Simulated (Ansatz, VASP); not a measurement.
# Two plane-wave programs on Cs

Contents of INCAR:

```
  PREC = Accurate
  ENCUT = 600
  EDIFF = 1E-6
  ISMEAR = -1
  SIGMA = 0.1
  LREAL = F
  LASPH = T
  NELM = 80
  ALGO = Normal
  ISIF = 3
  LWAVE = F
  LCHARG = F
  IBRION = 2
  NSW = 80
  EDIFFG = -0.01
```

KPOINTS

```
Automatic mesh
0
Gamma
  7 7 2
```

POSCAR

```
Cs
1.0
    5.3854752340      0.0000000000      0.0000000000
   -2.6927376170      4.6639583641      0.0000000000
    0.0000000000      0.0000000000     17.5889621141
Cs
4
Direct
    0.0000000000      0.0000000000      0.0000000000
    0.0000000000      0.0000000000      0.5000000000
    0.3333333333      0.6666666667      0.2500000000
    0.6666666667      0.3333333333      0.7500000000
```

Input for Ansatz:

```yaml
crystal:
  lattice:
    - [5.385475234, 0.0, 0.0]
    - [-2.692737617, 4.6639583641, 0.0]
    - [0.0, 0.0, 17.5889621141]
  atoms:
    - { symbol: Cs, position: [0.0, 0.0, 0.0] }
    - { symbol: Cs, position: [0.0, 0.0, 0.5] }
    - { symbol: Cs, position: [0.3333333333, 0.6666666667, 0.25] }
    - { symbol: Cs, position: [0.6666666667, 0.3333333333, 0.75] }
hamiltonian:
  xc: lda
  pseudopotentials:
    kind: paw
    azcp:
      Cs: "pseudopotentials/Cs.paw.azcp"
basis:
  ecutwfc: 420
  fft_grid_basis: typed
kpoints:
  mp_grid: { grid: [7, 7, 2], shift: [0, 0, 0] }
magnetization:
  spin_polarized: false
scf:
  occupations: { method: fermi_dirac, width: 0.1 }
relax:
  max_steps: 60
  f_tol: 0.01
  cell: {}
output:
  write_density: true
  write_potential: true
  elf: true
  volumetric_format: npy
```

Alike in both runs: task relaxation of cell and atoms; functional LDA; k mesh 7 × 7 × 2; occupations fermi-dirac, width 0.1 eV; no spin polarisation.

```csv
,VASP,Ansatz
version,VASP 6.6.1,Ansatz 0.2.0
potentials or method,"VASP PAW LDA potentials, release 64 (Cs_sv), cutoff 600 eV","plane waves (420 eV) with PAW, scalar-relativistic"
valence electrons in the cell,36,36
```

```csv
,VASP,Ansatz,Ansatz less VASP
relaxed volume (Å³/atom),95.54,96.23,+0.691
relaxed cell length with the largest relative difference (Å),16.787,16.837,+0.0496
```

Ansatz warns that its potentials were made for another functional, while VASP's fit it. LDA's correlation is that of Perdew and Zunger in VASP and of Perdew and Wang (1992) in Ansatz.

Spin-orbit coupling is off throughout.
